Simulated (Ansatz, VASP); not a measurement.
**Na2Sr: VASP beside Ansatz**

INCAR

```
PREC = Accurate
ENCUT = 520
EDIFF = 1E-6
ISMEAR = 0
SIGMA = 0.1
LREAL = F
LASPH = T
NELM = 80
ALGO = Normal
ISIF = 2
LWAVE = F
LCHARG = F
GGA = PE
NBANDS = 19
```

The input KPOINTS:

```
Automatic mesh
0
Gamma
  6 6 6
```

Contents of POSCAR:

```
Na2Sr
1.0
   -1.9376856670      1.9376856670      4.7533851518
    1.9376856670     -1.9376856670      4.7533851518
    1.9376856670      1.9376856670     -4.7533851518
Na Sr
2 1
Direct
    0.6650000000      0.6650000000      0.0000000000
    0.3350000000      0.3350000000      0.0000000000
    0.0000000000      0.0000000000      0.0000000000
```

Input for Ansatz:

```yaml
crystal:
  lattice:
    - [-1.937685667, 1.937685667, 4.7533851518]
    - [1.937685667, -1.937685667, 4.7533851518]
    - [1.937685667, 1.937685667, -4.7533851518]
  atoms:
    - { symbol: Na, position: [0.665, 0.665, 0.0] }
    - { symbol: Na, position: [0.335, 0.335, 0.0] }
    - { symbol: Sr, position: [0.0, 0.0, 0.0] }
basis:
  ecutwfc: 420
kpoints:
  mp_grid: { grid: [6, 6, 6] }
hamiltonian:
  xc: pbe
scf:
  occupations: { method: gaussian, width: 0.1 }
  lower_state_search: "off"
output:
  forces: true
  stress: true
  eigenvalues: true
```

Alike in both runs: task single point; functional PBE; k mesh 6 × 6 × 6; occupations gaussian, width 0.1 eV; no spin polarisation.

|  | VASP | Ansatz |
| --- | --- | --- |
| version | VASP 6.6.1 | Ansatz 0.2.0 |
| potentials or method | VASP PAW PBE potentials, release 64 (Na_pv, Sr_sv), cutoff 520 eV | scalar-relativistic, plane waves, PAW |
| valence electrons in the cell | 24 | 28 |

Ansatz gave:

```
gap on the k mesh at the Fermi level (eV)                     : none
pressure (GPa)                                                : 16.6
traceless stress, the component that is largest in VASP (GPa) : 1.62
rms of the force components (eV/Å)                            : 0.278
```

Problem. What did VASP give for the same quantities?

Solution. gap on the k mesh at the Fermi level (eV): none; pressure (GPa): 16.7; traceless stress, the component that is largest in VASP (GPa): 1.62; rms of the force components (eV/Å): 0.279.

Atom by atom the forces differ by 0.001 eV/Å (rms over components). A gap of «none» marks a metal or a gap that the smearing closes. VASP's potentials hold 24 valence electrons a cell and Ansatz's 28, so a difference there can come from the potentials and not from the codes.

The k mesh is coarse, so the values compare programs but aren't converged.
